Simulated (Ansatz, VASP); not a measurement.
**Pd in VASP and in Ansatz**

INCAR

```
PREC     = Accurate       # precision mode
ENCUT    = 600            # plane-wave cutoff, eV
EDIFF    = 1E-7           # SCF threshold, eV
ISMEAR   = -1             # smearing method
SIGMA    = 0.15           # smearing width, eV
LREAL    = F              # projectors in reciprocal space
LASPH    = T              # aspherical terms in the spheres
NELM     = 60             # most SCF steps
ALGO     = Normal         # electronic algorithm
ISIF     = 3              # what is computed and relaxed
LWAVE    = F              # write WAVECAR
LCHARG   = F              # write CHGCAR
IBRION   = 2              # ionic algorithm
NSW      = 80             # ionic steps
EDIFFG   = -0.001         # ionic threshold
```

The input KPOINTS:

```
Automatic mesh
0
Gamma
  16 16 16
```

POSCAR

```
Pd
1.0
    0.0000000000      1.9199738926      1.9199738926
    1.9199738926      0.0000000000      1.9199738926
    1.9199738926      1.9199738926      0.0000000000
Pd
1
Direct
    0.0000000000      0.0000000000      0.0000000000
```

Input for Ansatz:

```yaml
crystal:
  lattice:
    - [0.0, 1.9199738926, 1.9199738926]
    - [1.9199738926, 0.0, 1.9199738926]
    - [1.9199738926, 1.9199738926, 0.0]
  atoms:
    - { symbol: Pd, position: [0.0, 0.0, 0.0] }
basis:
  ecutwfc: 420
kpoints:
  mp_grid: { grid: [16, 16, 16] }
hamiltonian:
  xc: lda
  pseudopotentials: { kind: paw, azcp: { folder: soft_1 } }
scf:
  occupations: { method: fermi_dirac, width: 0.15 }
output:
  forces: true
  stress: true
  eigenvalues: true
relax:
  adjacent_minimum: "off"
  f_tol: 0.001
  max_steps: 60
  cell: { stress_tol: 0.01 }
```

Alike in both runs: task relaxation of cell and atoms; functional LDA; k mesh 16 × 16 × 16; occupations fermi-dirac, width 0.15 eV; no spin polarisation.

|  | VASP | Ansatz |
| --- | --- | --- |
| version | VASP 6.6.1 | Ansatz 0.2.0 |
| potentials or method | VASP PAW LDA potentials, release 64 (Pd), cutoff 600 eV | scalar-relativistic, plane waves, PAW |
| valence electrons in the cell | 10 | 18 |

```csv
,VASP,Ansatz,Ansatz less VASP
"gap on the k mesh at the Fermi level, each at its own relaxed structure (eV)",none,none,-
relaxed volume (Å³/atom),14.22,14.20,-0.018
relaxed cell length with the largest relative difference (Å),2.719,2.718,-0.0012
```

Ansatz warns that its potentials were made for another functional, while VASP's fit it. LDA's correlation is that of Perdew and Zunger in VASP and of Perdew and Wang (1992) in Ansatz. A gap of «none» marks a metal or a gap that the smearing closes. VASP's potentials hold 10 valence electrons a cell and Ansatz's 18, so a difference there can come from the potentials and not from the codes.
